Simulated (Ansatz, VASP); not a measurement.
## HfMoC2 in VASP and in Ansatz

INCAR

```
PREC     = Accurate       # precision mode
ENCUT    = 600            # plane-wave cutoff, eV
EDIFF    = 1E-6           # SCF threshold, eV
ISMEAR   = -1             # smearing method
SIGMA    = 0.05           # smearing width, eV
LREAL    = F              # projectors in reciprocal space
LASPH    = T              # aspherical terms in the spheres
NELM     = 150            # most SCF steps
ALGO     = Normal         # electronic algorithm
ISIF     = 3              # what is computed and relaxed
LWAVE    = F              # write WAVECAR
LCHARG   = F              # write CHGCAR
LMAXMIX  = 4              # l up to which the mixer works
LDAU     = T              # DFT+U
LDAUTYPE = 2            
LDAUL    = 2 2 -1         # shell
LDAUU    = 1 1 0          # U, eV
LDAUJ    = 0 0 0        
LDAUPRINT= 1            
GGA      = PS             # functional
IBRION   = 2              # ionic algorithm
NSW      = 60             # ionic steps
EDIFFG   = -0.01          # ionic threshold
```

KPOINTS

```
Automatic mesh
0
Gamma
  8 8 6
```

Contents of POSCAR:

```
HfMoC2
1.0
    3.1914230000      0.0000000000      0.0000000000
    0.0000000000      3.1914230000      0.0000000000
    0.0000000000      0.0000000000      4.4851640000
Hf Mo C
1 1 2
Direct
    0.0000000000      0.0000000000      0.0000000000
    0.5000000000      0.5000000000      0.5000000000
    0.5000000000      0.5000000000      0.0000000000
    0.0000000000      0.0000000000      0.5000000000
```

File input.yaml:

```yaml
crystal:
  lattice:
    - [3.191423, 0.0, 0.0]
    - [0.0, 3.191423, 0.0]
    - [0.0, 0.0, 4.485164]
  atoms:
    - { symbol: Hf, position: [0.0, 0.0, 0.0] }
    - { symbol: Mo, position: [0.5, 0.5, 0.5] }
    - { symbol: C, position: [0.5, 0.5, 0.0] }
    - { symbol: C, position: [0.0, 0.0, 0.5] }
hamiltonian:
  xc: pbesol
  pseudopotentials: { kind: paw }
  hubbard:
    sites:
      - { species: Hf, l: d, u_eff: 1.0 }
      - { species: Mo, l: d, u_eff: 1.0 }
kpoints:
  mp_grid: { grid: [8, 8, 6] }
scf:
  occupations: { method: fermi_dirac, width: 0.05 }
output:
  forces: true
  stress: true
  eigenvalues: true
  write_density: true
  write_potential: true
  elf: true
  volumetric_format: npy
relax:
  f_tol: 0.01
  max_steps: 40
  cell: { stress_tol: 0.05 }
```

Alike in both runs: task relaxation of cell and atoms; functional PBEsol; k mesh 8 × 8 × 6; occupations fermi-dirac, width 0.05 eV; no spin polarisation; Hubbard terms Hf d U = 1.0 eV, Mo d U = 1.0 eV.

```csv
,VASP,Ansatz
version,VASP 6.6.1,Ansatz 0.2.0
potentials or method,"VASP PAW PBE potentials, release 64 (Hf_pv, Mo_sv, C)",Ansatz PAW
plane-wave cutoff (eV),600,420
valence electrons in the cell,32,48
```

VASP gave:

| Quantity | Value |
| --- | --- |
| gap on the k mesh at the Fermi level, each at its own relaxed structure (eV) | none |
| relaxed volume (Å³/atom) | 11.17 |
| relaxed cell length with the largest relative difference (Å) | 3.176 |

Task: What did Ansatz give for the same quantities?

Result: gap on the k mesh at the Fermi level, each at its own relaxed structure (eV): none; relaxed volume (Å³/atom): 11.10; relaxed cell length with the largest relative difference (Å): 3.170.

VASP's potentials were made for PBE, not for PBEsol. The programs project onto different local orbitals, so the same U acts differently, and such runs can settle in different states. A gap of «none» marks a metal or a gap that the smearing closes. VASP's potentials hold 32 valence electrons a cell and Ansatz's 48, so a difference there can come from the potentials and not from the codes.

Neither program's run includes spin-orbit coupling. Noted on Ansatz's run: the plane-wave basis is chosen anew once the cell has moved, so the energies of steps on either side of that aren't comparable.
